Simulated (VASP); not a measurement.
# Ni (Fm-3m) in VASP: a series of runs

Ni is run at these levels: r2SCAN; tasks: single point.

Program: VASP 6.6.1. These are calculated values, not measurements. Logs are shortened: lines on timing, memory, paths and dates and some standing lists are left out, and cuts for length are marked.

### 1 The cell of the first run

It takes space group Fm-3m (No. 225, cubic). Conventional cell: a = 3.466 Å, b = 3.466 Å, c = 3.466 Å, α = 90.00°, β = 90.00°, γ = 90.00°. Within 3.2 Å of Ni (site symmetry m-3m) lie 12 Ni at 2.45 Å.

### 2 Single point, r2SCAN

File POSCAR:

```
Ni
1.0
    0.0000000000      1.7330608651      1.7330608651
    1.7330608651      0.0000000000      1.7330608651
    1.7330608651      1.7330608651      0.0000000000
Ni
1
Direct
    0.0000000000      0.0000000000      0.0000000000
```

File INCAR.step1:

```
  PREC = Accurate
  ENCUT = 520
  ISMEAR = 1
  SIGMA = 0.6
  LREAL = False
  LASPH = True
  NELM = 60
  NBANDS = 11
  GGA = PE
  ALGO = Normal
  EDIFF = 1E-4
  LWAVE = True
  LCHARG = False
```

File INCAR.step2:

```
  PREC = Accurate
  ENCUT = 520
  EDIFF = 1E-6
  ISMEAR = 1
  SIGMA = 0.6
  LREAL = False
  LASPH = True
  NELM = 60
  ALGO = Normal
  ISIF = 2
  LWAVE = False
  LCHARG = True
  METAGGA = R2SCAN
  LMIXTAU = True
  LELF = True
  LVHAR = True
  NBANDS = 11
  ISTART = 1
```

File KPOINTS:

```
regular mesh
0
Gamma
  15 15 15
```

Potentials or basis: VASP PAW PBE potentials, release 64 (Ni).

Launch:

```sh
$ cat potpaw_PBE.64/Ni/POTCAR > POTCAR
$ cp INCAR.step1 INCAR
$ mpirun -np 1 vasp_std > vasp.out
$ cp INCAR.step2 INCAR
$ mpirun -np 1 vasp_std > vasp.out
```

OUTCAR:

```text
PREC = Accurate
   ENCUT = 520
   EDIFF = 1E-6
   ISMEAR = 1
   LREAL = False
   LASPH = True
   NELM = 60
   ISIF = 2
   METAGGA = R2SCAN
   ISTART = 1

 ion  position               nearest neighbor table
   1  0.000  0.000  0.000-

  LATTYP: Found a face centered cubic cell.
 ALAT       =     3.4661217302

  Lattice vectors:

 A1 = (   0.0000000000,   1.7330608651,   1.7330608651)
 A2 = (   1.7330608651,   0.0000000000,   1.7330608651)
 A3 = (   1.7330608651,   1.7330608651,   0.0000000000)

Analysis of symmetry for initial positions (statically):
=====================================================================
 Subroutine PRICEL returns:
 Original cell was already a primitive cell.

 Routine SETGRP: Setting up the symmetry group for a
 face centered cubic supercell.

 Subroutine GETGRP returns: Found 48 space group operations
 (whereof 48 operations were pure point group operations)
 out of a pool of 48 trial point group operations.

The static configuration has the point symmetry O_h .

Analysis of symmetry for dynamics (positions and initial velocities):
=====================================================================
 Subroutine PRICEL returns:
 Original cell was already a primitive cell.

 Routine SETGRP: Setting up the symmetry group for a
 face centered cubic supercell.

 Subroutine GETGRP returns: Found 48 space group operations
 (whereof 48 operations were pure point group operations)
 out of a pool of 48 trial point group operations.

The dynamic configuration has the point symmetry O_h .

 Subroutine INISYM returns: Found 48 space group operations
 (whereof 48 operations are pure point group operations),
 and found     1 'primitive' translations

----------------------------------------------------------------------------------------

                                     Primitive cell

  volume of cell :      10.4105

  direct lattice vectors                    reciprocal lattice vectors
     0.000000000  1.733060865  1.733060865    -0.288506890  0.288506890  0.288506890
     1.733060865  0.000000000  1.733060865     0.288506890 -0.288506890  0.288506890
     1.733060865  1.733060865  0.000000000     0.288506890  0.288506890 -0.288506890

  length of vectors
     2.450918180  2.450918180  2.450918180     0.499708591  0.499708591  0.499708591

  position of ions in fractional coordinates (direct lattice)
     0.000000000  0.000000000  0.000000000

  ion indices of the primitive-cell ions
   primitive index   ion index
                 1           1

----------------------------------------------------------------------------------------

 KPOINTS: regular mesh

Automatic generation of k-mesh.
 Grid dimensions read from file:
 generate k-points for:   15   15   15

 Generating k-lattice:

  Cartesian coordinates                     Fractional coordinates (reciprocal lattice)
    -0.019233793  0.019233793  0.019233793     0.066666667  0.000000000  0.000000000
     0.019233793 -0.019233793  0.019233793     0.000000000  0.066666667  0.000000000
     0.019233793  0.019233793 -0.019233793     0.000000000  0.000000000  0.066666667

  Length of vectors
     0.033313906  0.033313906  0.033313906

  Shift w.r.t. Gamma in fractional coordinates (k-lattice)
     0.000000000  0.000000000  0.000000000

 Subroutine IBZKPT returns following result:
 ===========================================

 Found    120 irreducible k-points:

 Following reciprocal coordinates:
            Coordinates               Weight
  0.000000  0.000000  0.000000      1.000000
  0.066667  0.000000  0.000000      8.000000
  0.133333  0.000000  0.000000      8.000000
  0.200000  0.000000  0.000000      8.000000
  0.266667  0.000000  0.000000      8.000000
  0.333333  0.000000  0.000000      8.000000
[... 16 lines left out ...]
  0.133333  0.133333  0.000000      6.000000
  0.200000  0.133333  0.000000     24.000000
 [... further k-points ...]
   k-points           NKPTS =    120   k-points in BZ     NKDIM =    120   number of bands    NBANDS=     11
   number of dos      NEDOS =    301   number of ions     NIONS =      1
   total plane-waves  NPLWV =   5832
   dimension x,y,z NGX =    18 NGY =   18 NGZ =   18
   dimension x,y,z NGXF=    36 NGYF=   36 NGZF=   36
   ions per type =               1
   NGX,Y,Z   is equivalent  to a cutoff of  12.21, 12.21, 12.21 a.u.
   NGXF,Y,Z  is equivalent  to a cutoff of  24.42, 24.42, 24.42 a.u.
 SYSTEM =  unknown system
   PREC   = accura    normal or accurate (medium, high low for compatibility)
   ISTART =      1    job   : 0-new  1-cont  2-samecut
   ICHARG =      0    charge: 1-file 2-atom 10-const
   ISPIN  =      1    spin polarized calculation?
   LNONCOLLINEAR =      F non collinear calculations
   LSORBIT =      F    spin-orbit coupling
   LASPH  =      T    aspherical Exc in radial PAW
   ENCUT  =  520.0 eV  38.22 Ry    6.18 a.u.   4.56  4.56  4.56*2*pi/ulx,y,z
   NELM   =     60;   NELMIN=  2; NELMDL=  0     # of ELM steps
   EDIFF  = 0.1E-05   stopping-criterion for ELM
   LREAL  =      F    real-space projection
   EDIFFG = 0.1E-04   stopping-criterion for IOM
   NSW    =      0    number of steps for IOM
   IBRION =     -1    ionic relax: 0-MD 1-quasi-New 2-CG
   NFREE  =      0    steps in history (QN), initial steepest desc. (CG)
   ISIF   =      2    stress and relaxation
   ISYM   =      2    0-nonsym 1-usesym 2-fastsym
   POTIM  = 0.5000    time-step for ionic-motion
   TEBEG  =    0.0;   TEEND  =   0.0 temperature during run
   PSTRESS=    0.0 pullay stress
   NELECT =      10.0000    total number of electrons
   NUPDOWN=      -1.0000    fix difference up-down
   EMIN   =  10.00;   EMAX   =-10.00  energy-range for DOS
   EFERMI =   0.00;   METHOD = LEGACY
   ISMEAR =     1;   SIGMA  =   0.60  broadening in eV -4-tet -1-fermi 0-gaus
   EFERMI_NEDOS =   21; number of points for ismear=-14 and -15
   IALGO  =     38    algorithm
   IMIX   =      4    mixing-type and parameters
     AMIX     =   0.40;   BMIX     =  1.00
     AMIX_MAG =   1.60;   BMIX_MAG =  1.00
  volume/ion in A,a.u.               =      10.41        70.25
  Fermi-wavevector in a.u.,A,eV,Ry     =   1.615292  3.052459 35.499885  2.609168
  Thomas-Fermi vector in A             =   2.710063
   LORBIT       =      0    0 simple, 1 ext, 2 COOP (PROOUT), +10 PAW based schemes
   METAGGA = R2SCAN    functional components
   LHFCALC =     F    Hartree Fock is set to
   AEXX    =    0.0000 exact exchange contribution
   IVDW    =     0    specifies the selected vdW correction
   LEPSILON=     F    determine dielectric tensor
   LRPA    =     F    only Hartree local field effects (RPA)
 non-spin polarized calculation
 Methfessel and Paxton  Order N= 1 SIGMA  =   0.60
  energy-cutoff  :      520.00
  volume of cell :       10.41
 maximum number of plane-waves:       295
   NGX =  9   NGY =  9   NGZ =  9

 number of electron       9.9999995 magnetization

 Free energy of the ion-electron system (eV)
  ---------------------------------------------------
  ext. energy  EPLUGINS =         0.00000000
  ---------------------------------------------------
  free energy    TOTEN  =       -11.85879477 eV

  energy without entropy =      -11.80960860  energy(sigma->0) =      -11.84239938

 E-fermi :   9.6387     XC(G=0): -14.6587

 val. band max:        9.6317172764   @ k =  -0.3333   0.0667   0.0000
 cond. band min:       9.6387276090   @ k =   0.4667   0.2667   0.0000
 fundamental gap:      0.0070103326
 Fermi energy:         9.6386546294

 k-point     1 :       0.0000    0.0000    0.0000
  band No.  band energies     occupation
      1       0.1291      2.00000
      2       7.6051      2.00002
      3       7.6051      2.00002
      4       7.6051      2.00002
      5       8.7222      2.05282
      6       8.7222      2.05282
      7      34.7592      0.00000
      8      39.4313      0.00000
      9      39.4313      0.00000
     10      39.4314      0.00000
     11      42.3350      0.00000

 k-point     2 :       0.0667    0.0000    0.0000
  band No.  band energies     occupation
      1       0.3158      2.00000
      2       7.5517      2.00001
      3       7.6479      2.00003
      4       7.6479      2.00003
      5       8.7039      2.05003
      6       8.7039      2.05003
      7      34.1930      0.00000
      8      37.2931      0.00000
      9      38.9884      0.00000
     10      38.9885      0.00000
     11      42.9765      0.00000

 k-point     3 :       0.1333    0.0000    0.0000
  band No.  band energies     occupation
      1       0.8641      2.00000
      2       7.4123      2.00000
      3       7.7487      2.00008
      4       7.7487      2.00008
      5       8.6761      2.04574
      6       8.6761      2.04574
      7      31.5637      0.00000
      8      35.9937      0.00000
      9      38.2237      0.00000
     10      38.2238      0.00000
     11      43.5994      0.00000

 k-point     4 :       0.2000    0.0000    0.0000
  band No.  band energies     occupation
      1       1.7314      2.00000
      2       7.2502      2.00000
      3       7.8196      2.00016
      4       7.8197      2.00016
      5       8.7226      2.05289
      6       8.7226      2.05289
      7      28.0124      0.00000
      8      35.4403      0.00000
      9      37.5507      0.00000
     10      37.5509      0.00000
     11      43.7397      0.00000

 k-point     5 :       0.2667    0.0000    0.0000
  band No.  band energies     occupation
      1       2.8147      2.00000
      2       7.1825      2.00000
      3       7.7826      2.00011
      4       7.7827      2.00011
      5       8.9098      2.07088
      6       8.9098      2.07088
      7      24.5038      0.00000
      8      34.7989      0.00000
      9      37.0521      0.00000
     10      37.0522      0.00000
     11      42.5517      0.00000
[... 211 lines left out ...]
 k-point    21 :      -0.1333    0.0667    0.0000
  band No.  band energies     occupation
      1       1.2790      2.00000
      2       7.2948      2.00000
      3       7.8119      2.00015
      4       7.8321      2.00018
      5       8.5327      2.02565
      6       8.8132      2.06525
      7      30.4999      0.00000
      8      33.6196      0.00000
      9      37.9109      0.00000
     10      40.1569      0.00000
     11      41.7732      0.00000

 k-point    22 :      -0.0667    0.0667    0.0000
  band No.  band energies     occupation
      1       0.6230      2.00000
      2       7.4561      2.00000
      3       7.7108      2.00005
      4       7.7275      2.00006
      5       8.6159      2.03670
      6       8.7448      2.05622
      7      33.2691      0.00000
      8      35.2389      0.00000
      9      37.9579      0.00000
     10      40.0980      0.00000
     11      42.5028      0.00000

 k-point    23 :       0.1333    0.1333    0.0000
  band No.  band energies     occupation
      1       1.1042      2.00000
      2       7.2411      2.00000
      3       7.8882      2.00029
      4       7.8883      2.00029
      5       8.4074      2.01346
      6       8.8480      2.06857
      7      33.3412      0.00000
      8      34.9700      0.00000
      9      34.9700      0.00000
     10      36.0022      0.00000
     11      43.6492      0.00000

 k-point    24 :       0.2000    0.1333    0.0000
  band No.  band energies     occupation
      1       1.7398      2.00000
      2       7.0608      2.00000
      3       7.9698      2.00060
      4       8.0225      2.00093
      5       8.3607      2.01027
      6       8.9207      2.07066
      7      30.8647      0.00000
      8      33.7911      0.00000
      9      33.8988      0.00000
     10      36.4328      0.00000
     11      41.8505      0.00000

 [... further k-points ...]
[... 5 lines left out ...]
  --------------------------------------------------------------------------------------
  -------------------------------------------------------------------------------------
  Total        0.0196115      0.0196115      0.0196115     -0.0000000     -0.0000000      0.0000000
  in kB        3.0182125      3.0182125      3.0182125     -0.0000000     -0.0000000      0.0000000
  external PRESSURE =       3.0182125 kB  Pullay stress =       0.0000000 kB

 VOLUME and BASIS-vectors are now :
 -----------------------------------------------------------------------------
  energy-cutoff  :      520.00
  volume of cell :       10.41
      direct lattice vectors                 reciprocal lattice vectors
     0.000000000  1.733060865  1.733060865    -0.288506890  0.288506890  0.288506890
     1.733060865  0.000000000  1.733060865     0.288506890 -0.288506890  0.288506890
     1.733060865  1.733060865  0.000000000     0.288506890  0.288506890 -0.288506890

 POSITION                                       TOTAL-FORCE (eV/Angst)
 -----------------------------------------------------------------------------------
      0.00000      0.00000      0.00000         0.000000      0.000000      0.000000
 -----------------------------------------------------------------------------------
    total drift:                                0.000000     -0.000000      0.000000

  FREE ENERGIE OF THE ION-ELECTRON SYSTEM (eV)
  ---------------------------------------------------
  free  energy   TOTEN  =       -11.8587947730 eV

  energy  without entropy=      -11.8096086024  energy(sigma->0) =      -11.84239938
```

It took 30 s on 1 thread of AMD EPYC 9R45 (Zen 5), shared host; peak memory 0.1 GiB.

Results:

| Property | Result |
| --- | --- |
| Free energy | -11.8588 eV |
| Pressure | 0.3 GPa |
| Band gap on the k mesh | zero (band 5 reaches 9.79 eV, above the bottom of band 6 at 8.68 eV) |

Caveat: the PAW data sets were made with another functional, which shifts forces and pressure a little; the run has no spin polarisation, though such a crystal can be magnetic.

### 3 Single point, r2SCAN

POSCAR is that of step 2.

File INCAR.step1:

```
SYSTEM = Ni
ALGO = Normal ; EDIFF = 1E-4
ENCUT = 520 ; GGA = PE
ISMEAR = 1 ; LASPH = .True.
LCHARG = .False. ; LREAL = .False.
LWAVE = .True. ; NBANDS = 11
NELM = 60 ; PREC = Accurate
SIGMA = 1.0
```

File INCAR.step2:

```
SYSTEM = Ni
ALGO = Normal ; EDIFF = 1E-6
ENCUT = 520 ; ISIF = 2
ISMEAR = 1 ; ISTART = 1
LASPH = .True. ; LCHARG = .False.
LMIXTAU = .True. ; LREAL = .False.
LWAVE = .False. ; METAGGA = R2SCAN
NBANDS = 11 ; NELM = 60
PREC = Accurate ; SIGMA = 1.0
```

File KPOINTS:

```
k-points
0
Gamma
  15 15 15
  0 0 0
```

Potentials or basis: VASP PAW PBE potentials, release 64 (Ni).

Launch:

```sh
$ cat potpaw_PBE.64/Ni/POTCAR > POTCAR
$ cp INCAR.step1 INCAR
$ mpirun -np 1 vasp_std > vasp.out
$ cp INCAR.step2 INCAR
$ mpirun -np 1 vasp_std > vasp.out
```

OUTCAR:

```text
SYSTEM = Ni
   EDIFF = 1E-6
   ENCUT = 520
   ISIF = 2
   ISMEAR = 1
   ISTART = 1
   LASPH = .True.
   LREAL = .False.
   METAGGA = R2SCAN
   NELM = 60
   PREC = Accurate

 ion  position               nearest neighbor table
   1  0.000  0.000  0.000-

  LATTYP: Found a face centered cubic cell.
 ALAT       =     3.4661217302

  Lattice vectors:

 A1 = (   0.0000000000,   1.7330608651,   1.7330608651)
 A2 = (   1.7330608651,   0.0000000000,   1.7330608651)
 A3 = (   1.7330608651,   1.7330608651,   0.0000000000)

[... 506 lines left out ...]
      4       8.0036      2.03877
      5       8.3462      2.06752
      6       8.9065      1.96845
      7      30.8616      0.00000
      8      33.7883      0.00000
      9      33.8980      0.00000
     10      36.4316      0.00000
     11      41.8484      0.00000

 [... further k-points ...]
[... 5 lines left out ...]
  --------------------------------------------------------------------------------------
  -------------------------------------------------------------------------------------
  Total       -0.0030463     -0.0030463     -0.0030463      0.0000000      0.0000000      0.0000000
  in kB       -0.4688211     -0.4688211     -0.4688211      0.0000000      0.0000000      0.0000000
  external PRESSURE =      -0.4688211 kB  Pullay stress =       0.0000000 kB

 VOLUME and BASIS-vectors are now :
 -----------------------------------------------------------------------------
  energy-cutoff  :      520.00
  volume of cell :       10.41
      direct lattice vectors                 reciprocal lattice vectors
     0.000000000  1.733060865  1.733060865    -0.288506890  0.288506890  0.288506890
     1.733060865  0.000000000  1.733060865     0.288506890 -0.288506890  0.288506890
     1.733060865  1.733060865  0.000000000     0.288506890  0.288506890 -0.288506890

 POSITION                                       TOTAL-FORCE (eV/Angst)
 -----------------------------------------------------------------------------------
      0.00000      0.00000      0.00000        -0.000000     -0.000000      0.000000
 -----------------------------------------------------------------------------------
    total drift:                                0.000000     -0.000000      0.000000

  FREE ENERGIE OF THE ION-ELECTRON SYSTEM (eV)
  ---------------------------------------------------
  free  energy   TOTEN  =       -11.8892028137 eV

  energy  without entropy=      -11.8217462489  energy(sigma->0) =      -11.86671729
```

OSZICAR.step1:

```text
N       E                     dE             d eps       ncg     rms          rms(c)
DAV:   1     0.280208515412E+02    0.28021E+02   -0.50116E+03  2736   0.126E+03
DAV:   2    -0.561430974136E+01   -0.33635E+02   -0.31846E+02  2724   0.171E+02
DAV:   3    -0.651973636932E+01   -0.90543E+00   -0.89737E+00  2897   0.323E+01
DAV:   4    -0.652682092536E+01   -0.70846E-02   -0.70827E-02  2992   0.259E+00
DAV:   5    -0.652696362210E+01   -0.14270E-03   -0.14269E-03  2943   0.352E-01    0.102E+01
DAV:   6    -0.577892594601E+01    0.74804E+00   -0.14193E+01  3215   0.537E+01    0.549E+00
DAV:   7    -0.548961399142E+01    0.28931E+00   -0.23274E+00  3165   0.203E+01    0.188E+00
DAV:   8    -0.547110344773E+01    0.18511E-01   -0.26752E-02  3793   0.164E+00    0.502E-01
DAV:   9    -0.546932520609E+01    0.17782E-02   -0.18715E-03  3843   0.301E-01    0.722E-02
DAV:  10    -0.546934144816E+01   -0.16242E-04   -0.17062E-05  1560   0.436E-02
   1 F= -.54693414E+01 E0= -.54457412E+01  d E =-.708007E-01
```

Run time: 31 s. Hardware: 1 thread of AMD EPYC 9R45 (Zen 5), shared host; peak memory 0.1 GiB.

Results:

```yaml
Free_energy: -11.8892 eV
Pressure: 0.0 GPa
Band_gap_on_the_k_mesh: zero (band 5 reaches 9.76 eV, above the bottom of band 6 at 8.66 eV)
```

Caveat: the PAW data sets were made with another functional, which shifts forces and pressure a little; the run has no spin polarisation, though such a crystal can be magnetic. Spin polarisation is off, so any magnetic state and its effect on volume and gap are missing.

(Part 1 of 2 ends here.)
